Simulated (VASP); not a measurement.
# BaO (lda) (Fm-3m) in VASP: a series of runs, part 3 of 3

VASP 6.6.1.

## (6) Relaxation of cell and atoms, LDA

The input, INCAR:

```
PREC     = Accurate       # precision mode
ENCUT    = 600            # plane-wave cutoff, eV
EDIFF    = 1E-7           # SCF threshold, eV
ISMEAR   = 0              # smearing method
SIGMA    = 0.02           # smearing width, eV
LREAL    = False          # projectors in reciprocal space
LASPH    = True           # aspherical terms in the spheres
NELM     = 120            # most SCF steps
ALGO     = Normal         # electronic algorithm
ISIF     = 3              # what is computed and relaxed
LWAVE    = False          # write WAVECAR
LCHARG   = False          # write CHGCAR
GGA      = CA             # functional
IBRION   = 2              # ionic algorithm
NSW      = 100            # ionic steps
EDIFFG   = -0.002         # ionic threshold
GGA_COMPAT= False        
NELMIN   = 4
```

The input, KPOINTS:

```
Automatic mesh
0
Gamma
  8 8 8
```

The input, POSCAR:

```
BaO
1.0
    0.0000000000      2.7695000000      2.7695000000
    2.7695000000      0.0000000000      2.7695000000
    2.7695000000      2.7695000000      0.0000000000
Ba O
1 1
Direct
    0.0000000000      0.0000000000      0.0000000000
    0.5000000000      0.5000000000      0.5000000000
```

Potentials or basis: VASP PAW LDA potentials, release 64 (Ba_sv, O).

The run is started by

```sh
cat potpaw_LDA.64/Ba_sv/POTCAR potpaw_LDA.64/O/POTCAR > POTCAR
mpirun -np 1 vasp_std > vasp.out
```

OUTCAR:

```text
PREC = Accurate
   ENCUT = 600
   EDIFF = 1E-7
   ISMEAR = 0
   LREAL = False
   LASPH = True
   NELM = 120
   ISIF = 3
   GGA = CA
   IBRION = 2
   NSW = 100
   EDIFFG = -0.002
   NELMIN = 4

 ion  position               nearest neighbor table
   1  0.000  0.000  0.000-   2 2.77   2 2.77   2 2.77   2 2.77   2 2.77   2 2.77
   2  0.500  0.500  0.500-   1 2.77   1 2.77   1 2.77   1 2.77   1 2.77   1 2.77

  LATTYP: Found a face centered cubic cell.
 ALAT       =     5.5390000000

  Lattice vectors:

 A1 = (   0.0000000000,   2.7695000000,   2.7695000000)
 A2 = (   2.7695000000,   0.0000000000,   2.7695000000)
 A3 = (   2.7695000000,   2.7695000000,   0.0000000000)

Analysis of symmetry for initial positions (statically):
=====================================================================
 Subroutine PRICEL returns:
 Original cell was already a primitive cell.

 Routine SETGRP: Setting up the symmetry group for a
 face centered cubic supercell.

 Subroutine GETGRP returns: Found 48 space group operations
 (whereof 48 operations were pure point group operations)
 out of a pool of 48 trial point group operations.

The static configuration has the point symmetry O_h .

Analysis of symmetry for dynamics (positions and initial velocities):
=====================================================================
 Subroutine PRICEL returns:
 Original cell was already a primitive cell.

 Routine SETGRP: Setting up the symmetry group for a
 face centered cubic supercell.

 Subroutine GETGRP returns: Found 48 space group operations
 (whereof 48 operations were pure point group operations)
 out of a pool of 48 trial point group operations.

The dynamic configuration has the point symmetry O_h .

 Subroutine INISYM returns: Found 48 space group operations
[... 127 lines left out ...]
   LRPA    =     F    only Hartree local field effects (RPA)
 conjugate gradient relaxation of ions
 non-spin polarized calculation
 Gauss-broadening in eV      SIGMA  =   0.02
  energy-cutoff  :      600.00
  volume of cell :       42.48
 maximum number of plane-waves:      1428
   NGX = 15   NGY = 15   NGZ = 15

--------------------------------------- Ionic step        1  -------------------------------------------

 number of electron      15.9999999 magnetization

 Free energy of the ion-electron system (eV)
  ---------------------------------------------------
  ext. energy  EPLUGINS =         0.00000000
  ---------------------------------------------------
  free energy    TOTEN  =       -13.10239641 eV

  energy without entropy =      -13.10239641  energy(sigma->0) =      -13.10239641

------------------------ aborting loop because EDIFF is reached ----------------------------------------

  FORCE on cell =-STRESS in cart. coord.  units (eV):
  Direction    XX          YY          ZZ          XY          YZ          ZX
  --------------------------------------------------------------------------------------
  -------------------------------------------------------------------------------------
  Total       -0.6899961     -0.6899961     -0.6899961      0.0000000     -0.0000000      0.0000000
  in kB      -26.0209481    -26.0209481    -26.0209481      0.0000000     -0.0000000      0.0000000
  external PRESSURE =     -26.0209481 kB  Pullay stress =       0.0000000 kB
[... 59 lines left out ...]
--------------------------------------- Ionic step        3  -------------------------------------------

 number of electron      15.9999997 magnetization

 Free energy of the ion-electron system (eV)
  ---------------------------------------------------
  ext. energy  EPLUGINS =         0.00000000
  ---------------------------------------------------
  free energy    TOTEN  =       -13.11402800 eV

  energy without entropy =      -13.11402800  energy(sigma->0) =      -13.11402800

 E-fermi :   1.9132     XC(G=0): -10.2205

 val. band max:        1.7787526275   @ k =   0.5000   0.5000   0.0000
 cond. band min:       3.4778417580   @ k =   0.5000   0.5000   0.0000
 fundamental gap:      1.6990891305
 Fermi energy:         1.9131888441

 k-point     1 :       0.0000    0.0000    0.0000
  band No.  band energies     occupation
      1     -23.9866      2.00000
      2     -13.0190      2.00000
      3      -8.4294      2.00000
      4      -8.4294      2.00000
      5      -8.4294      2.00000
      6       1.3229      2.00000
      7       1.3229      2.00000
      8       1.3229      2.00000
      9       5.2402      0.00000
     10       6.3517      0.00000
     11       6.3517      0.00000
     12       6.3517      0.00000
[... 331 lines left out ...]
 k-point    24 :      -0.3750    0.2500    0.1250
  band No.  band energies     occupation
      1     -23.6372      2.00000
      2     -13.7045      2.00000
      3      -9.1486      2.00000
      4      -9.1255      2.00000
      5      -8.5331      2.00000
      6       0.0492      2.00000
      7       0.7348      2.00000
      8       0.8001      2.00000
      9       6.5283      0.00000
     10       7.1498      0.00000
     11       9.7305      0.00000
     12       9.7843      0.00000

 [... further k-points ...]
[... 5 lines left out ...]
  --------------------------------------------------------------------------------------
  -------------------------------------------------------------------------------------
  Total       -0.0005183     -0.0005183     -0.0005183     -0.0000000      0.0000000     -0.0000000
  in kB       -0.0202053     -0.0202053     -0.0202053     -0.0000000      0.0000000     -0.0000000
  external PRESSURE =      -0.0202053 kB  Pullay stress =       0.0000000 kB
[... 17 lines left out ...]
  FREE ENERGIE OF THE ION-ELECTRON SYSTEM (eV)
  ---------------------------------------------------
  free  energy   TOTEN  =       -13.1140280000 eV

  energy  without entropy=      -13.1140280000  energy(sigma->0) =      -13.11402800

 reached required accuracy - stopping structural energy minimisation
```

OSZICAR:

```text
N       E                     dE             d eps       ncg     rms          rms(c)
DAV:   1     0.972014347720E+02    0.97201E+02   -0.88538E+03   696   0.139E+03
DAV:   2    -0.101874580881E+02   -0.10739E+03   -0.97567E+02   988   0.241E+02
DAV:   3    -0.155722760670E+02   -0.53848E+01   -0.53240E+01   912   0.587E+01
[... 36 lines left out ...]
DAV:   5    -0.131139461342E+02   -0.14839E-04   -0.47465E-05   816   0.711E-02    0.560E-02
DAV:   6    -0.131140296106E+02   -0.83476E-04   -0.10751E-04   796   0.902E-02    0.187E-02
DAV:   7    -0.131140274856E+02    0.21250E-05   -0.14415E-05   772   0.324E-02    0.770E-03
DAV:   8    -0.131140279766E+02   -0.49104E-06   -0.76839E-07   816   0.829E-03    0.150E-03
DAV:   9    -0.131140280000E+02   -0.23356E-07   -0.36312E-08   400   0.158E-03
   3 F= -.13114028E+02 E0= -.13114028E+02  d E =-.116316E-01
```

CONTCAR:

```text
BaO
   1.00000000000000
     0.0000000000000000    2.7390074489151375    2.7390074489151375
     2.7390074489151375   -0.0000000000000000    2.7390074489151375
     2.7390074489151375    2.7390074489151375    0.0000000000000000
  Ba              O
     1     1
Direct
     0.0000000000000000    0.0000000000000000    0.0000000000000000
     0.5000000000000000    0.5000000000000000    0.5000000000000000

  0.00000000E+00  0.00000000E+00  0.00000000E+00
  0.00000000E+00  0.00000000E+00  0.00000000E+00
```

Wall time 20 s (1 thread of Intel Xeon 6975P-C (Granite Rapids), shared host); peak memory 0.17 GiB.

Results:

```
Free energy                            : -13.1140 eV
Relaxed volume                         : 20.55 Å³/atom
Relaxed cell                           : a = 3.874 Å, b = 3.874 Å, c = 3.874 Å, α = 60.00°, β = 60.00°, γ = 60.00°
Space group after relaxing (to 0.05 Å) : Fm-3m (No. 225)
Energy gained by relaxing              : 5.8 meV/atom
Ionic steps                            : 3
Pressure after relaxing                : 0.0 GPa
Band gap on the k mesh                 : 1.70 eV, direct
```

The path:
| step | energy change (eV) | largest force (eV/Å) | pressure (GPa) | volume (Å³) |
| --- | --- | --- | --- | --- |
| 1 | 0.0000 | 0.0000 | -2.60 | 42.48 |
| 2 | -0.0084 | 0.0000 | 1.52 | 40.40 |
| 3 | -0.0116 | 0.0000 | 0.00 | 41.10 |

Final structure:
```
CELL_PARAMETERS angstrom
0.00000 2.73901 2.73901
2.73901 0.00000 2.73901
2.73901 2.73901 0.00000
ATOMIC_POSITIONS crystal
Ba 0.00000 0.00000 0.00000
O 0.50000 0.50000 0.50000
```

Caveat: spin-orbit coupling is left out, which moves the levels of the heavy elements. A k mesh can miss the band edges.

## (7) The runs side by side

| task | cell | k mesh | smearing | gap on the mesh (eV) | pressure (GPa) |
| --- | --- | --- | --- | --- | --- |
| single point | a = 3.917 Å, angles 60.0°, 2 atoms | 6 × 6 × 6 | gaussian 0.1 eV | 1.83 | -2.6 |
| single point | a = 3.843 Å, angles 60.0°, 2 atoms | 8 × 8 × 8 | gaussian 0.02 eV | 1.60 | 2.2 |
| single point | a = 3.843 Å, angles 60.0°, 2 atoms | 8 × 8 × 8 | gaussian 0.01 eV | 1.60 | 2.2 |
| relaxation of cell and atoms | relaxed from a = 3.917 Å, angles 60.0°, 2 atoms | 8 × 8 × 8 | gaussian 0.02 eV | 1.70 | 0.0 |

Alike in all rows: level LDA; potentials or basis VASP PAW LDA potentials, release 64 (Ba_sv, O); no spin polarisation; cutoff (eV) 600.

Caveats: spin-orbit coupling is left out, which moves the levels of the heavy elements.

Absolute energies hang on the potentials; compare differences alone.
